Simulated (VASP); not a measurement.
Crystal: K.

```
CELL_PARAMETERS angstrom
-1.98873 1.98873 1.85938
1.98873 -1.98873 1.85938
1.98873 1.98873 -1.85938
ATOMIC_POSITIONS crystal
K 0.00000 0.00000 0.00000
```

| Property | Result |
| --- | --- |
| Program | VASP 6.6.1 |
| Task | relaxation of cell and atoms |
| Functional | PBE |
| Potentials or basis | VASP PAW PBE potentials, release 64 (K_sv) |
| Cutoff | 500 eV |
| k mesh | 8 × 8 × 8 |
| Occupations | gaussian, width 0.1 eV |
| Spin | no spin polarisation |

At the start: pressure 16.7 GPa; volume 29.42 Å³/atom.

Question: How do energy, volume and symmetry change on relaxing?

Answer: Over 5 steps the energy falls by 1160.5 meV/atom and the volume is 70.59 Å³/atom (+140.0 %); space group I4/mmm (No. 139, to 0.1 Å) before and after.

Step by step:
| step | energy change (eV) | largest force (eV/Å) | pressure (GPa) | volume (Å³) |
| --- | --- | --- | --- | --- |
| 1 | 0.0000 | 0.0000 | 16.66 | 29.42 |
| 2 | -0.8931 | 0.0000 | 4.69 | 44.46 |
| 3 | -1.1210 | 0.0000 | 1.18 | 58.37 |
| 4 | -1.1556 | 0.0000 | 0.34 | 66.15 |
| 5 | -1.1605 | 0.0000 | 0.04 | 70.59 |

Final structure:
```xyz
1
Lattice="-2.6554 2.6554 2.5028 2.6554 -2.6554 2.5028 2.6554 2.6554 -2.5028" Properties=species:S:1:pos:R:3 pbc="T T T"
K     0.0000    0.0000    0.0000
```

Caveat: the volume moved by over 15 % at a fixed basis, so the end points are rough.
